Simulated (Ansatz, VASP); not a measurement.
Given: the input of a run of Ansatz 0.2.0 on PbSe.

Contents of input.yaml:

```yaml
crystal:
  lattice:
    - [0.0, 3.06065, 3.06065]
    - [3.06065, 0.0, 3.06065]
    - [3.06065, 3.06065, 0.0]
  atoms:
    - { symbol: Pb, position: [0.0, 0.0, 0.0] }
    - { symbol: Se, position: [0.5, 0.5, 0.5] }
hamiltonian:
  xc: pbe0
  pseudopotentials: { kind: paw_fr }
magnetization:
  noncollinear: true
  spin_orbit: true
kpoints:
  mp_grid: { grid: [4, 4, 4] }
scf:
  occupations: { method: fermi_dirac, width: 0.05 }
output:
  forces: true
  stress: true
  eigenvalues: true
```

Potentials or basis: Ansatz PAW.

Run with:

```bash
$ ansatz run input.yaml --threads 2 --pin off --max-ram 5632MiB --backend cpu --events-out ev --progress --plain --runs-dir out
```

Problem. Set up the same calculation for VASP 6.6.1. Potentials there: VASP PAW PBE potentials, release 64 (Pb_d, Se).

Solution. As run (the cutoff follows the program's own potentials):

POSCAR

```
PbSe
1.0
    0.0000000000      3.0606500000      3.0606500000
    3.0606500000      0.0000000000      3.0606500000
    3.0606500000      3.0606500000      0.0000000000
Pb Se
1 1
Direct
    0.0000000000      0.0000000000      0.0000000000
    0.5000000000      0.5000000000      0.5000000000
```

File INCAR.step1:

```
PREC = Accurate ; ENCUT = 520
EDIFF = 1E-5 ; ISMEAR = -1
SIGMA = 0.05 ; LREAL = F
LASPH = T ; NELM = 150
ALGO = Normal ; ISIF = 2
LWAVE = T ; LCHARG = F
MAGMOM = 0 0 0 0 0 0 ; LORBIT = 11
LSORBIT = T ; GGA_COMPAT = F
LORBMOM = T ; NBANDS = 32
GGA = PE ; LUSENCCL = F
```

Contents of INCAR.step2:

```
PREC = Accurate ; ENCUT = 520
EDIFF = 1E-6 ; ISMEAR = -1
SIGMA = 0.05 ; LREAL = F
LASPH = T ; NELM = 150
ALGO = Normal ; ISIF = 2
LWAVE = F ; LCHARG = F
MAGMOM = 0 0 0 0 0 0 ; LORBIT = 11
LSORBIT = T ; GGA_COMPAT = F
LORBMOM = T ; GGA = PE
LHFCALC = T ; AEXX = 0.25
PRECFOCK = Normal ; NBANDS = 32
ISTART = 1 ; LUSENCCL = F
```

KPOINTS

```
Automatic mesh
0
Gamma
  4 4 4
```

Potentials or basis: VASP PAW PBE potentials, release 64 (Pb_d, Se).

Launch:

```console
$ cat potpaw_PBE.64/Pb_d/POTCAR potpaw_PBE.64/Se/POTCAR > POTCAR
$ cp INCAR.step1 INCAR
$ mpirun -np 1 vasp_ncl > vasp.out
$ cp INCAR.step2 INCAR
$ mpirun -np 1 vasp_ncl > vasp.out
```

Both were run:

|  | VASP | Ansatz | Ansatz less VASP |
| --- | --- | --- | --- |
| pressure (GPa) | 1.0 | 1.1 | +0.13 |
| net moment per atom (μB) | 0.00 | 0.00 | 0.000 |

VASP's potentials hold 20 valence electrons a cell and Ansatz's 30, so a difference there can come from the potentials and not from the codes.

The k mesh is coarse, so the values compare programs but aren't converged.
